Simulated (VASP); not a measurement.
# Ge (Im-3m) in VASP: further runs

Ge is run at these levels: revPBE; tasks: single point.

Everything below comes from runs of VASP 6.6.1. Logs are shortened: lines on timing, memory, paths and dates and some standing lists are left out, and cuts for length are marked.

### Step 1. The cell of the first run

It takes space group Im-3m (No. 229, cubic). The conventional cell has a = 3.447 Å, b = 3.447 Å, c = 3.447 Å, α = 90.00°, β = 90.00°, γ = 90.00°. Ge (site symmetry m-3m) has 14 Ge at 2.99 to 3.45 Å within 3.9 Å.

This isn't the form of Ge at room conditions, which is diamond.

### Step 2. Single point, revPBE (20.48 Å³/atom)

Input file INCAR:

```
SYSTEM = Ge
ALGO = Normal
EDIFF = 1E-6
ENCUT = 520
GGA = RE
ISIF = 2
ISMEAR = -1
LASPH = .True.
LCHARG = .False.
LREAL = .False.
LWAVE = .False.
NBANDS = 13
NELM = 100
PREC = Accurate
SIGMA = 0.1
```

Input file KPOINTS:

```
k-points
0
Gamma
  15 15 15
  0 0 0
```

Input file POSCAR:

```
Ge
1.0
   -1.7235108309      1.7235108309      1.7235108309
    1.7235108309     -1.7235108309      1.7235108309
    1.7235108309      1.7235108309     -1.7235108309
Ge
1
Direct
    0.0000000000      0.0000000000      0.0000000000
```

Potentials or basis: VASP PAW PBE potentials, release 64 (Ge_d).

On the command line:

```
$ cat potpaw_PBE.64/Ge_d/POTCAR > POTCAR
$ mpirun -np 1 vasp_std > vasp.out
```

OUTCAR:

```text
SYSTEM = Ge
   EDIFF = 1E-6
   ENCUT = 520
   GGA = RE
   ISIF = 2
   ISMEAR = -1
   LASPH = .True.
   LREAL = .False.
   NELM = 100
   PREC = Accurate

 ion  position               nearest neighbor table
   1  0.000  0.000  0.000-

  LATTYP: Found a body centered cubic cell.
 ALAT       =     3.4470216618

  Lattice vectors:

 A1 = (  -1.7235108309,   1.7235108309,   1.7235108309)
 A2 = (   1.7235108309,  -1.7235108309,   1.7235108309)
 A3 = (   1.7235108309,   1.7235108309,  -1.7235108309)

Analysis of symmetry for initial positions (statically):
=====================================================================
 Subroutine PRICEL returns:
 Original cell was already a primitive cell.

 Routine SETGRP: Setting up the symmetry group for a
 body centered cubic supercell.

 Subroutine GETGRP returns: Found 48 space group operations
 (whereof 48 operations were pure point group operations)
 out of a pool of 48 trial point group operations.

The static configuration has the point symmetry O_h .

Analysis of symmetry for dynamics (positions and initial velocities):
=====================================================================
 Subroutine PRICEL returns:
 Original cell was already a primitive cell.

 Routine SETGRP: Setting up the symmetry group for a
 body centered cubic supercell.

 Subroutine GETGRP returns: Found 48 space group operations
 (whereof 48 operations were pure point group operations)
 out of a pool of 48 trial point group operations.

The dynamic configuration has the point symmetry O_h .

 Subroutine INISYM returns: Found 48 space group operations
 (whereof 48 operations are pure point group operations),
 and found     1 'primitive' translations

----------------------------------------------------------------------------------------

                                     Primitive cell

  volume of cell :      20.4787

  direct lattice vectors                    reciprocal lattice vectors
    -1.723510831  1.723510831  1.723510831     0.000000000  0.290105517  0.290105517
     1.723510831 -1.723510831  1.723510831     0.290105517  0.000000000  0.290105517
     1.723510831  1.723510831 -1.723510831     0.290105517  0.290105517  0.000000000

  length of vectors
     2.985208327  2.985208327  2.985208327     0.410271156  0.410271156  0.410271156

  position of ions in fractional coordinates (direct lattice)
     0.000000000  0.000000000  0.000000000

  ion indices of the primitive-cell ions
   primitive index   ion index
                 1           1

----------------------------------------------------------------------------------------

 KPOINTS: k-points

Automatic generation of k-mesh.
 Grid dimensions read from file:
 generate k-points for:   15   15   15

 Generating k-lattice:

  Cartesian coordinates                     Fractional coordinates (reciprocal lattice)
     0.000000000  0.019340368  0.019340368     0.066666667  0.000000000  0.000000000
     0.019340368  0.000000000  0.019340368     0.000000000  0.066666667  0.000000000
     0.019340368  0.019340368  0.000000000     0.000000000  0.000000000  0.066666667

  Length of vectors
     0.027351410  0.027351410  0.027351410

  Shift w.r.t. Gamma in fractional coordinates (k-lattice)
     0.000000000  0.000000000  0.000000000

 Subroutine IBZKPT returns following result:
 ===========================================

 Found    120 irreducible k-points:

 Following reciprocal coordinates:
            Coordinates               Weight
  0.000000  0.000000  0.000000      1.000000
  0.066667  0.000000  0.000000     12.000000
  0.133333  0.000000  0.000000     12.000000
  0.200000  0.000000  0.000000     12.000000
  0.266667  0.000000  0.000000     12.000000
  0.333333  0.000000  0.000000     12.000000
[... 16 lines left out ...]
  0.333333  0.200000  0.000000     48.000000
  0.400000  0.200000  0.000000     24.000000
 [... further k-points ...]
   k-points           NKPTS =    120   k-points in BZ     NKDIM =    120   number of bands    NBANDS=     13
   number of dos      NEDOS =    301   number of ions     NIONS =      1
   total plane-waves  NPLWV =  13824
   dimension x,y,z NGX =    24 NGY =   24 NGZ =   24
   dimension x,y,z NGXF=    48 NGYF=   48 NGZF=   48
   ions per type =               1
   NGX,Y,Z   is equivalent  to a cutoff of  13.37, 13.37, 13.37 a.u.
   NGXF,Y,Z  is equivalent  to a cutoff of  26.73, 26.73, 26.73 a.u.
 SYSTEM =  Ge
   PREC   = accura    normal or accurate (medium, high low for compatibility)
   ISTART =      0    job   : 0-new  1-cont  2-samecut
   ICHARG =      2    charge: 1-file 2-atom 10-const
   ISPIN  =      1    spin polarized calculation?
   LNONCOLLINEAR =      F non collinear calculations
   LSORBIT =      F    spin-orbit coupling
   LASPH  =      T    aspherical Exc in radial PAW
   ENCUT  =  520.0 eV  38.22 Ry    6.18 a.u.   5.55  5.55  5.55*2*pi/ulx,y,z
   NELM   =    100;   NELMIN=  2; NELMDL= -5     # of ELM steps
   EDIFF  = 0.1E-05   stopping-criterion for ELM
   LREAL  =      F    real-space projection
   EDIFFG = 0.1E-04   stopping-criterion for IOM
   NSW    =      0    number of steps for IOM
   IBRION =     -1    ionic relax: 0-MD 1-quasi-New 2-CG
   NFREE  =      0    steps in history (QN), initial steepest desc. (CG)
   ISIF   =      2    stress and relaxation
   ISYM   =      2    0-nonsym 1-usesym 2-fastsym
   POTIM  = 0.5000    time-step for ionic-motion
   TEBEG  =    0.0;   TEEND  =   0.0 temperature during run
   PSTRESS=    0.0 pullay stress
   NELECT =      14.0000    total number of electrons
   NUPDOWN=      -1.0000    fix difference up-down
   EMIN   =  10.00;   EMAX   =-10.00  energy-range for DOS
   EFERMI =   0.00;   METHOD = LEGACY
   ISMEAR =    -1;   SIGMA  =   0.10  broadening in eV -4-tet -1-fermi 0-gaus
   EFERMI_NEDOS =   21; number of points for ismear=-14 and -15
   IALGO  =     38    algorithm
   IMIX   =      4    mixing-type and parameters
     AMIX     =   0.40;   BMIX     =  1.00
     AMIX_MAG =   1.60;   BMIX_MAG =  1.00
  volume/ion in A,a.u.               =      20.48       138.20
  Fermi-wavevector in a.u.,A,eV,Ry     =   1.442171  2.725308 28.298184  2.079858
  Thomas-Fermi vector in A             =   2.560721
   LORBIT       =      0    0 simple, 1 ext, 2 COOP (PROOUT), +10 PAW based schemes
   GGA     = RE    functional components
   LHFCALC =     F    Hartree Fock is set to
   AEXX    =    0.0000 exact exchange contribution
   IVDW    =     0    specifies the selected vdW correction
   LEPSILON=     F    determine dielectric tensor
   LRPA    =     F    only Hartree local field effects (RPA)
 non-spin polarized calculation
  energy-cutoff  :      520.00
  volume of cell :       20.48
 maximum number of plane-waves:       567
   NGX = 11   NGY = 11   NGZ = 11

 number of electron      13.9999995 magnetization

 Free energy of the ion-electron system (eV)
  ---------------------------------------------------
  ext. energy  EPLUGINS =         0.00000000
  ---------------------------------------------------
  free energy    TOTEN  =        -3.87468743 eV

  energy without entropy =       -3.85412285  energy(sigma->0) =       -3.86440514

 E-fermi :   6.0183     XC(G=0): -10.8221

 val. band max:        6.0034786396   @ k =  -0.4000   0.4667   0.2667
 cond. band min:       6.0261138541   @ k =   0.2000   0.1333   0.0667
 fundamental gap:      0.0226352145
 Fermi energy:         6.0183349513

 k-point     1 :       0.0000    0.0000    0.0000
  band No.  band energies     occupation
      1     -18.7731      2.00000
      2     -18.7731      2.00000
      3     -18.7731      2.00000
      4     -18.7063      2.00000
      5     -18.7063      2.00000
      6      -6.4781      2.00000
      7      14.4002      0.00000
      8      14.4002      0.00000
      9      14.4002      0.00000
     10      20.3190      0.00000
     11      20.3190      0.00000
     12      20.3190      0.00000
     13      22.4989      0.00000

 k-point     2 :       0.0667    0.0000    0.0000
  band No.  band energies     occupation
      1     -18.7741      2.00000
      2     -18.7717      2.00000
      3     -18.7685      2.00000
      4     -18.7074      2.00000
      5     -18.7064      2.00000
      6      -6.3682      2.00000
      7      13.5509      0.00000
      8      14.0174      0.00000
      9      14.3034      0.00000
     10      19.5854      0.00000
     11      19.6503      0.00000
     12      20.9107      0.00000
     13      21.5277      0.00000

 k-point     3 :       0.1333    0.0000    0.0000
  band No.  band energies     occupation
      1     -18.7768      2.00000
      2     -18.7680      2.00000
      3     -18.7556      2.00000
      4     -18.7102      2.00000
      5     -18.7067      2.00000
      6      -6.0388      2.00000
      7      11.6185      0.00000
      8      13.1730      0.00000
      9      14.0277      0.00000
     10      18.3061      0.00000
     11      18.4711      0.00000
     12      21.1393      0.00000
     13      21.7831      0.00000

 k-point     4 :       0.2000    0.0000    0.0000
  band No.  band energies     occupation
      1     -18.7809      2.00000
      2     -18.7636      2.00000
      3     -18.7364      2.00000
      4     -18.7135      2.00000
      5     -18.7073      2.00000
      6      -5.4913      2.00000
      7       9.3425      0.00000
      8      12.2507      0.00000
      9      13.6263      0.00000
     10      17.1650      0.00000
     11      17.4744      0.00000
     12      21.1564      0.00000
     13      22.2984      0.00000

 k-point     5 :       0.2667    0.0000    0.0000
  band No.  band energies     occupation
      1     -18.7855      2.00000
      2     -18.7609      2.00000
      3     -18.7153      2.00000
      4     -18.7143      2.00000
      5     -18.7078      2.00000
      6      -4.7295      2.00000
      7       7.0511      0.00007
      8      11.4267      0.00000
      9      13.1853      0.00000
     10      16.2809      0.00000
     11      16.6622      0.00000
     12      21.5831      0.00000
     13      23.0015      0.00000

 k-point     6 :       0.3333    0.0000    0.0000
  band No.  band energies     occupation
      1     -18.7900      2.00000
      2     -18.7613      2.00000
      3     -18.7143      2.00000
      4     -18.7083      2.00000
      5     -18.6931      2.00000
      6      -3.7654      2.00000
      7       4.8837      1.99998
      8      10.7734      0.00000
      9      12.7883      0.00000
     10      15.6339      0.00000
     11      16.0493      0.00000
     12      22.3385      0.00000
     13      23.8954      0.00000

 k-point     7 :       0.4000    0.0000    0.0000
  band No.  band energies     occupation
      1     -18.7935      2.00000
      2     -18.7635      2.00000
      3     -18.7120      2.00000
      4     -18.7087      2.00000
      5     -18.6763      2.00000
      6      -2.6384      2.00000
      7       2.9345      2.00000
      8      10.3243      0.00000
      9      12.4952      0.00000
     10      15.2093      0.00000
     11      15.6398      0.00000
     12      23.3223      0.00000
     13      24.9778      0.00000
[... 193 lines left out ...]
 k-point    20 :       0.4000    0.1333    0.0000
  band No.  band energies     occupation
      1     -18.7880      2.00000
      2     -18.7585      2.00000
      3     -18.7123      2.00000
      4     -18.7106      2.00000
      5     -18.6743      2.00000
      6      -1.2730      2.00000
      7       1.7659      2.00000
      8       7.9369      0.00000
      9      11.2051      0.00000
     10      16.0419      0.00000
     11      18.6218      0.00000
     12      22.7333      0.00000
     13      24.4533      0.00000

 k-point    21 :       0.2000    0.2000    0.0000
  band No.  band energies     occupation
      1     -18.7804      2.00000
      2     -18.7574      2.00000
      3     -18.7177      2.00000
      4     -18.7119      2.00000
      5     -18.6958      2.00000
      6      -3.5515      2.00000
      7       5.8472      1.69409
      8       7.8415      0.00000
      9      11.6448      0.00000
     10      17.2737      0.00000
     11      18.5455      0.00000
     12      22.4037      0.00000
     13      23.8075      0.00000

 k-point    22 :       0.2667    0.2000   -0.0000
  band No.  band energies     occupation
      1     -18.7816      2.00000
      2     -18.7528      2.00000
      3     -18.7157      2.00000
      4     -18.7138      2.00000
      5     -18.6873      2.00000
      6      -2.5205      2.00000
      7       4.3158      2.00000
      8       6.7969      0.00083
      9      11.2143      0.00000
     10      17.1635      0.00000
     11      19.0725      0.00000
     12      22.5598      0.00000
     13      24.9821      0.00000

 k-point    23 :       0.3333    0.2000    0.0000
  band No.  band energies     occupation
      1     -18.7826      2.00000
      2     -18.7503      2.00000
      3     -18.7158      2.00000
      4     -18.7115      2.00000
      5     -18.6827      2.00000
      6      -1.4095      2.00000
      7       2.7633      2.00000
      8       6.2908      0.12309
      9      10.9452      0.00000
     10      16.9846      0.00000
     11      19.8328      0.00000
     12      22.5112      0.00000
     13      24.1213      0.00000

 k-point    24 :       0.4000    0.2000    0.0000
  band No.  band energies     occupation
      1     -18.7830      2.00000
      2     -18.7496      2.00000
      3     -18.7165      2.00000
      4     -18.7096      2.00000
      5     -18.6814      2.00000
      6      -0.7411      2.00000
      7       1.9296      2.00000
      8       6.1372      0.46686
      9      10.8538      0.00000
     10      16.9132      0.00000
     11      20.2371      0.00000
     12      22.8292      0.00000
     13      23.1526      0.00000

 [... further k-points ...]
[... 5 lines left out ...]
  --------------------------------------------------------------------------------------
  -------------------------------------------------------------------------------------
  Total       -0.3249134     -0.3249134     -0.3249134     -0.0000000     -0.0000000     -0.0000000
  in kB      -25.4200364    -25.4200364    -25.4200364     -0.0000000     -0.0000000     -0.0000000
  external PRESSURE =     -25.4200364 kB  Pullay stress =       0.0000000 kB

 VOLUME and BASIS-vectors are now :
 -----------------------------------------------------------------------------
  energy-cutoff  :      520.00
  volume of cell :       20.48
      direct lattice vectors                 reciprocal lattice vectors
    -1.723510831  1.723510831  1.723510831     0.000000000  0.290105517  0.290105517
     1.723510831 -1.723510831  1.723510831     0.290105517  0.000000000  0.290105517
     1.723510831  1.723510831 -1.723510831     0.290105517  0.290105517  0.000000000

 POSITION                                       TOTAL-FORCE (eV/Angst)
 -----------------------------------------------------------------------------------
      0.00000      0.00000      0.00000         0.000000      0.000000      0.000000
 -----------------------------------------------------------------------------------
    total drift:                                0.000000      0.000000      0.000000

  FREE ENERGIE OF THE ION-ELECTRON SYSTEM (eV)
  ---------------------------------------------------
  free  energy   TOTEN  =        -3.8746874335 eV

  energy  without entropy=       -3.8541228547  energy(sigma->0) =       -3.86440514
```

Run time: 18 s. Hardware: 1 thread of Intel Xeon 8259CL, shared host; peak memory 0.15 GiB.

What came out:

```yaml
Free_energy: -3.8747 eV
Pressure: -2.5 GPa
Band_gap_on_the_k_mesh: zero (bands 7 and 8 overlap by 11.11 eV)
```

Caveat: the PAW data sets were made with another functional, which shifts forces and pressure a little.

(Continued in part 2 of 2.)
